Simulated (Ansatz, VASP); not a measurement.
## One calculation of P3C, two programs

```
P C
1.0
     8.70647    0.00000    0.00000
    -4.35324    7.54003    0.00000
     0.00000    0.00000    3.37627
P C
6 2
Direct
  0.24979 0.49957 0.25000
  0.50043 0.75021 0.25000
  0.24979 0.75021 0.25000
  0.75021 0.50043 0.75000
  0.49957 0.24979 0.75000
  0.75021 0.24979 0.75000
  0.33333 0.66667 0.75000
  0.66667 0.33333 0.25000
```

Change from the starting cell: species swapped into the ScAu3 type (P6_3/mmc, No. 194).

Alike in both runs: functional PBE; k mesh 3 × 3 × 6; occupations gaussian, width 0.1 eV; no spin polarisation.

Ansatz relaxed the structure, and its values are those at the end. VASP's run is a single point on that final structure, the one shown.

```csv
,VASP,Ansatz
version,VASP 6.6.1,Ansatz 0.2.0
potentials or method,"VASP PAW PBE potentials, release 64 (P, C), cutoff 600 eV","scalar-relativistic, plane waves, PAW"
valence electrons in the cell,38,38
```

Ansatz gave:

- gap on the k mesh at the Fermi level (eV): none
- pressure (GPa): 0.1
- rms of the force components (eV/Å): 0.007

Task: What did VASP give for the same quantities?

Result: gap on the k mesh at the Fermi level (eV): none; pressure (GPa): -0.1; rms of the force components (eV/Å): 0.061.

A gap of «none» marks a metal or a gap that the smearing closes.
